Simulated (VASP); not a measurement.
# GaN (F-43m) in VASP: further runs

Runs on GaN. Level: PBEsol. Tasks: single point.

All numbers are computed with VASP 6.6.1; they aren't measurements. Logs are shortened: lines on timing, memory, paths and dates and some standing lists are left out, and cuts for length are marked.

## 1. The cell of the first run

The structure is cubic, space group F-43m (No. 216). Conventional cell: a = 4.498 Å, b = 4.498 Å, c = 4.498 Å, α = 90.00°, β = 90.00°, γ = 90.00°. Within 2.6 Å of Ga (site symmetry -43m) lie 4 N at 1.95 Å. Within 2.6 Å of N (site symmetry -43m) lie 4 Ga at 1.95 Å.

## 2. Single point, PBEsol

The input, INCAR:

```
ALGO = Normal ; EDIFF = 1E-7
ENCUT = 520 ; GGA = PS
ISIF = 2 ; ISMEAR = 0
LASPH = T ; LCHARG = F
LREAL = F ; LWAVE = F
NBANDS = 16 ; NELM = 60
PREC = Accurate ; SIGMA = 0.01
```

The input, KPOINTS:

```
k-points
0
Gamma
  8 8 8
```

The input, POSCAR:

```
GaN
1.0
    0.0000000000      2.2491336651      2.2491336651
    2.2491336651      0.0000000000      2.2491336651
    2.2491336651      2.2491336651      0.0000000000
Ga N
1 1
Direct
    0.0000000000      0.0000000000      0.0000000000
    0.2500000000      0.2500000000      0.2500000000
```

Potentials or basis: VASP PAW PBE potentials, release 64 (Ga_d, N).

Command:

```bash
$ cat potpaw_PBE.64/Ga_d/POTCAR potpaw_PBE.64/N/POTCAR > POTCAR
$ mpirun -np 1 vasp_std > vasp.out
```

OUTCAR:

```text
EDIFF = 1E-7
   ENCUT = 520
   GGA = PS
   ISIF = 2
   ISMEAR = 0
   LASPH = T
   LREAL = F
   NELM = 60
   PREC = Accurate

 ion  position               nearest neighbor table
   1  0.000  0.000  0.000-   2 1.95   2 1.95   2 1.95   2 1.95
   2  0.250  0.250  0.250-   1 1.95   1 1.95   1 1.95   1 1.95

  LATTYP: Found a face centered cubic cell.
 ALAT       =     4.4982673302

  Lattice vectors:

 A1 = (   0.0000000000,   2.2491336651,   2.2491336651)
 A2 = (   2.2491336651,   0.0000000000,   2.2491336651)
 A3 = (   2.2491336651,   2.2491336651,   0.0000000000)

Analysis of symmetry for initial positions (statically):
=====================================================================
 Subroutine PRICEL returns:
 Original cell was already a primitive cell.

 Routine SETGRP: Setting up the symmetry group for a
 face centered cubic supercell.

 Subroutine GETGRP returns: Found 24 space group operations
 (whereof 24 operations were pure point group operations)
 out of a pool of 48 trial point group operations.

The static configuration has the point symmetry T_d .

Analysis of symmetry for dynamics (positions and initial velocities):
=====================================================================
 Subroutine PRICEL returns:
 Original cell was already a primitive cell.

 Routine SETGRP: Setting up the symmetry group for a
 face centered cubic supercell.

 Subroutine GETGRP returns: Found 24 space group operations
 (whereof 24 operations were pure point group operations)
 out of a pool of 48 trial point group operations.

The dynamic configuration has the point symmetry T_d .

 Subroutine INISYM returns: Found 24 space group operations
 (whereof 24 operations are pure point group operations),
 and found     1 'primitive' translations

----------------------------------------------------------------------------------------

                                     Primitive cell

  volume of cell :      22.7549

  direct lattice vectors                    reciprocal lattice vectors
     0.000000000  2.249133665  2.249133665    -0.222307819  0.222307819  0.222307819
     2.249133665  0.000000000  2.249133665     0.222307819 -0.222307819  0.222307819
[... 75 lines left out ...]
 SYSTEM =  unknown system
   PREC   = accura    normal or accurate (medium, high low for compatibility)
   ISTART =      0    job   : 0-new  1-cont  2-samecut
   ICHARG =      2    charge: 1-file 2-atom 10-const
   ISPIN  =      1    spin polarized calculation?
   LNONCOLLINEAR =      F non collinear calculations
   LSORBIT =      F    spin-orbit coupling
   LASPH  =      T    aspherical Exc in radial PAW
   ENCUT  =  520.0 eV  38.22 Ry    6.18 a.u.   5.91  5.91  5.91*2*pi/ulx,y,z
   NELM   =     60;   NELMIN=  2; NELMDL= -5     # of ELM steps
   EDIFF  = 0.1E-06   stopping-criterion for ELM
   LREAL  =      F    real-space projection
   EDIFFG = 0.1E-05   stopping-criterion for IOM
   NSW    =      0    number of steps for IOM
   IBRION =     -1    ionic relax: 0-MD 1-quasi-New 2-CG
   NFREE  =      0    steps in history (QN), initial steepest desc. (CG)
   ISIF   =      2    stress and relaxation
   ISYM   =      2    0-nonsym 1-usesym 2-fastsym
   POTIM  = 0.5000    time-step for ionic-motion
   TEBEG  =    0.0;   TEEND  =   0.0 temperature during run
   PSTRESS=    0.0 pullay stress
   NELECT =      18.0000    total number of electrons
   NUPDOWN=      -1.0000    fix difference up-down
   EMIN   =  10.00;   EMAX   =-10.00  energy-range for DOS
   EFERMI =   0.00;   METHOD = LEGACY
   ISMEAR =     0;   SIGMA  =   0.01  broadening in eV -4-tet -1-fermi 0-gaus
   EFERMI_NEDOS =   21; number of points for ismear=-14 and -15
   IALGO  =     38    algorithm
   IMIX   =      4    mixing-type and parameters
     AMIX     =   0.40;   BMIX     =  1.00
     AMIX_MAG =   1.60;   BMIX_MAG =  1.00
  volume/ion in A,a.u.               =      11.38        76.78
  Fermi-wavevector in a.u.,A,eV,Ry     =   1.514051  2.861141 31.189306  2.292349
  Thomas-Fermi vector in A             =   2.623760
   LORBIT       =      0    0 simple, 1 ext, 2 COOP (PROOUT), +10 PAW based schemes
   GGA     = PS    functional components
   LHFCALC =     F    Hartree Fock is set to
   AEXX    =    0.0000 exact exchange contribution
   IVDW    =     0    specifies the selected vdW correction
   LEPSILON=     F    determine dielectric tensor
   LRPA    =     F    only Hartree local field effects (RPA)
 non-spin polarized calculation
 Gauss-broadening in eV      SIGMA  =   0.01
  energy-cutoff  :      520.00
  volume of cell :       22.75
 maximum number of plane-waves:       620
   NGX = 11   NGY = 11   NGZ = 11

 number of electron      18.0000008 magnetization

 Free energy of the ion-electron system (eV)
  ---------------------------------------------------
  ext. energy  EPLUGINS =         0.00000000
  ---------------------------------------------------
  free energy    TOTEN  =       -13.12206626 eV

  energy without entropy =      -13.12206626  energy(sigma->0) =      -13.12206626

 E-fermi :   5.3756     XC(G=0): -11.9331

 val. band max:        5.2135409821   @ k =   0.0000   0.0000   0.0000
 cond. band min:       6.9334661247   @ k =   0.0000   0.0000   0.0000
 fundamental gap:      1.7199251426
 Fermi energy:         5.3755538965

 k-point     1 :       0.0000    0.0000    0.0000
  band No.  band energies     occupation
      1     -10.7688      2.00000
      2      -8.1953      2.00000
      3      -8.1953      2.00000
      4      -8.1953      2.00000
      5      -7.8643      2.00000
      6      -7.8643      2.00000
[... 433 lines left out ...]
      3      -8.0241      2.00000
      4      -7.8861      2.00000
      5      -7.8306      2.00000
      6      -6.2964      2.00000
[... 8 lines left out ...]
     15      23.9249      0.00000
     16      26.2121      0.00000

 [... further k-points ...]
[... 5 lines left out ...]
  --------------------------------------------------------------------------------------
  -------------------------------------------------------------------------------------
  Total       -0.0355643     -0.0355643     -0.0355643      0.0000000     -0.0000000      0.0000000
  in kB       -2.5040862     -2.5040862     -2.5040862      0.0000000     -0.0000000      0.0000000
  external PRESSURE =      -2.5040862 kB  Pullay stress =       0.0000000 kB

 VOLUME and BASIS-vectors are now :
 -----------------------------------------------------------------------------
  energy-cutoff  :      520.00
  volume of cell :       22.75
      direct lattice vectors                 reciprocal lattice vectors
     0.000000000  2.249133665  2.249133665    -0.222307819  0.222307819  0.222307819
     2.249133665  0.000000000  2.249133665     0.222307819 -0.222307819  0.222307819
     2.249133665  2.249133665  0.000000000     0.222307819  0.222307819 -0.222307819

 POSITION                                       TOTAL-FORCE (eV/Angst)
 -----------------------------------------------------------------------------------
      0.00000      0.00000      0.00000        -0.000000     -0.000000      0.000000
      1.12457      1.12457      1.12457         0.000000      0.000000     -0.000000
 -----------------------------------------------------------------------------------
    total drift:                                0.000001      0.000001      0.000001

  FREE ENERGIE OF THE ION-ELECTRON SYSTEM (eV)
  ---------------------------------------------------
  free  energy   TOTEN  =       -13.1220662625 eV

  energy  without entropy=      -13.1220662625  energy(sigma->0) =      -13.12206626
```

stdout:

```text
POSCAR found type information on POSCAR GaN
 POSCAR found :  2 types and       2 ions
 scaLAPACK will be used
 -----------------------------------------------------------------------------
|                                                                             |
|                                                                             |
|     You enforced a specific xc type in the INCAR file but a different       |
|     I HOPE YOU KNOW WHAT YOU ARE DOING!                                     |
|                                                                             |
 -----------------------------------------------------------------------------

 LDA part: xc-table for (Slater+PW92), standard interpolation
 POSCAR, INCAR and KPOINTS ok, starting setup
 FFT: planning ... GRIDC
 FFT: planning ... GRID_SOFT
 FFT: planning ... GRID
 WAVECAR not read
 entering main loop
```

Wall time 4.5 s (1 thread of Intel Xeon 6975P-C (Granite Rapids), shared host); peak memory 0.14 GiB.

Results:

| Property | Result |
| --- | --- |
| Free energy | -13.1221 eV |
| Pressure | -0.3 GPa |
| Band gap on the k mesh | 1.72 eV |

Caveat: the PAW data sets were made with another functional, which shifts forces and pressure a little.

## 3. Single point, PBEsol

The input, INCAR:

```
SYSTEM = GaN
PREC = Accurate
ENCUT = 520
EDIFF = 1E-6
ISMEAR = 0
SIGMA = 0.01
LREAL = .False.
LASPH = .True.
NELM = 100
ALGO = Normal
ISIF = 2
LWAVE = .False.
LCHARG = .False.
GGA = PS
NBANDS = 16
```

The input, KPOINTS:

```
Automatic mesh
0
Gamma
  8 8 8
  0 0 0
```

POSCAR is that of step 2.

Potentials or basis: VASP PAW PBE potentials, release 64 (Ga_d, N).

Command:

```bash
$ cat potpaw_PBE.64/Ga_d/POTCAR potpaw_PBE.64/N/POTCAR > POTCAR
$ mpirun -np 1 vasp_std > vasp.out
```

OUTCAR:

```text
SYSTEM = GaN
   PREC = Accurate
   ENCUT = 520
   EDIFF = 1E-6
   ISMEAR = 0
   LREAL = .False.
   LASPH = .True.
   NELM = 100
   ISIF = 2
   GGA = PS

 ion  position               nearest neighbor table
   1  0.000  0.000  0.000-   2 1.95   2 1.95   2 1.95   2 1.95
   2  0.250  0.250  0.250-   1 1.95   1 1.95   1 1.95   1 1.95

  LATTYP: Found a face centered cubic cell.
 ALAT       =     4.4982673302

  Lattice vectors:

 A1 = (   0.0000000000,   2.2491336651,   2.2491336651)
 A2 = (   2.2491336651,   0.0000000000,   2.2491336651)
 A3 = (   2.2491336651,   2.2491336651,   0.0000000000)
[... 624 lines left out ...]
      4      -7.8861      2.00000
      5      -7.8306      2.00000
      6      -6.2964      2.00000
[... 8 lines left out ...]
     15      23.9249      0.00000
     16      26.2121      0.00000

 [... further k-points ...]
[... 5 lines left out ...]
  --------------------------------------------------------------------------------------
  -------------------------------------------------------------------------------------
  Total       -0.0344811     -0.0344811     -0.0344811      0.0000000      0.0000000     -0.0000000
  in kB       -2.4278144     -2.4278144     -2.4278144      0.0000000      0.0000000     -0.0000000
  external PRESSURE =      -2.4278144 kB  Pullay stress =       0.0000000 kB

 VOLUME and BASIS-vectors are now :
 -----------------------------------------------------------------------------
  energy-cutoff  :      520.00
  volume of cell :       22.75
      direct lattice vectors                 reciprocal lattice vectors
     0.000000000  2.249133665  2.249133665    -0.222307819  0.222307819  0.222307819
     2.249133665  0.000000000  2.249133665     0.222307819 -0.222307819  0.222307819
     2.249133665  2.249133665  0.000000000     0.222307819  0.222307819 -0.222307819

 POSITION                                       TOTAL-FORCE (eV/Angst)
 -----------------------------------------------------------------------------------
      0.00000      0.00000      0.00000         0.000000      0.000000      0.000000
      1.12457      1.12457      1.12457         0.000000     -0.000000     -0.000000
 -----------------------------------------------------------------------------------
    total drift:                                0.000001      0.000001      0.000001

  FREE ENERGIE OF THE ION-ELECTRON SYSTEM (eV)
  ---------------------------------------------------
  free  energy   TOTEN  =       -13.1220662571 eV

  energy  without entropy=      -13.1220662571  energy(sigma->0) =      -13.12206626
```

OSZICAR:

```text
N       E                     dE             d eps       ncg     rms          rms(c)
DAV:   1     0.796786188340E+02    0.79679E+02   -0.92447E+03  1024   0.201E+03
DAV:   2    -0.923063871616E+01   -0.88909E+02   -0.82862E+02  1056   0.322E+02
DAV:   3    -0.148745863241E+02   -0.56439E+01   -0.56192E+01  1096   0.695E+01
DAV:   4    -0.149381362983E+02   -0.63550E-01   -0.63543E-01  1168   0.798E+00
DAV:   5    -0.149389741582E+02   -0.83786E-03   -0.83785E-03  1112   0.829E-01    0.722E+00
DAV:   6    -0.131530517351E+02    0.17859E+01   -0.42631E+00  1400   0.394E+01    0.266E+00
DAV:   7    -0.131419218160E+02    0.11130E-01   -0.27122E-01   960   0.571E+00    0.171E+00
DAV:   8    -0.131253743885E+02    0.16547E-01   -0.52692E-02  1192   0.259E+00    0.707E-01
DAV:   9    -0.131219763275E+02    0.33981E-02   -0.11725E-02  1360   0.229E+00    0.176E-01
DAV:  10    -0.131221080257E+02   -0.13170E-03   -0.12030E-03  1128   0.467E-01    0.892E-02
DAV:  11    -0.131220643884E+02    0.43637E-04   -0.14016E-04  1392   0.186E-01    0.434E-03
DAV:  12    -0.131220663188E+02   -0.19304E-05   -0.13589E-05  1080   0.389E-02    0.367E-03
DAV:  13    -0.131220662571E+02    0.61702E-07   -0.31062E-07   696   0.988E-03
   1 F= -.13122066E+02 E0= -.13122066E+02  d E =-.334607-118
```

Run time: 4.3 s. Hardware: 1 thread of Intel Xeon 6975P-C (Granite Rapids), shared host; peak memory 0.13 GiB.

Results:

- Free energy: -13.1221 eV
- Pressure: -0.2 GPa
- Band gap on the k mesh: 1.72 eV

Caveat: the PAW data sets were made with another functional, which shifts forces and pressure a little.

## 4. Single point, PBEsol

The input, INCAR:

```
SYSTEM = GaN
  PREC = Accurate
  ENCUT = 520
  EDIFF = 1E-6
  ISMEAR = -1
  SIGMA = 0.08
  LREAL = .False.
  LASPH = .True.
  NELM = 100
  ALGO = Normal
  ISIF = 2
  LWAVE = .False.
  LCHARG = .True.
  GGA = PS
  LELF = .True.
  LVHAR = .True.
  NBANDS = 16
```

The input, KPOINTS:

```
Automatic mesh
0
Gamma
  12 12 12
  0 0 0
```

POSCAR is that of step 3.

Command:

```bash
$ cat potpaw_PBE.64/Ga_d/POTCAR potpaw_PBE.64/N/POTCAR > POTCAR
$ mpirun -np 1 vasp_std > vasp.out
```

Run time: 8.9 s. Hardware: 1 thread of Intel Xeon 6975P-C (Granite Rapids), shared host; peak memory 0.15 GiB.

It converged, with:

* Free energy: -13.1226 eV
* Pressure: -0.2 GPa
* Band gap on the k mesh: 1.72 eV

Levels at points of the mesh, in eV from the valence-band top:
```
           k point  band 6  band 7  band 8  band 9  band 10  band 11  band 12  band 13
(0.00, 0.00, 0.00)  -13.08    0.00    0.00    0.00     1.72    10.24    10.24    10.24
(0.50, 0.00, 0.00)  -11.83   -7.15   -0.99   -0.99     4.60     8.66    10.29    10.29
(0.50, 0.50, 0.00)  -11.40   -6.20   -2.75   -2.75     3.23     6.60    11.62    13.94
```

Caveat: the PAW data sets were made with another functional, which shifts forces and pressure a little.
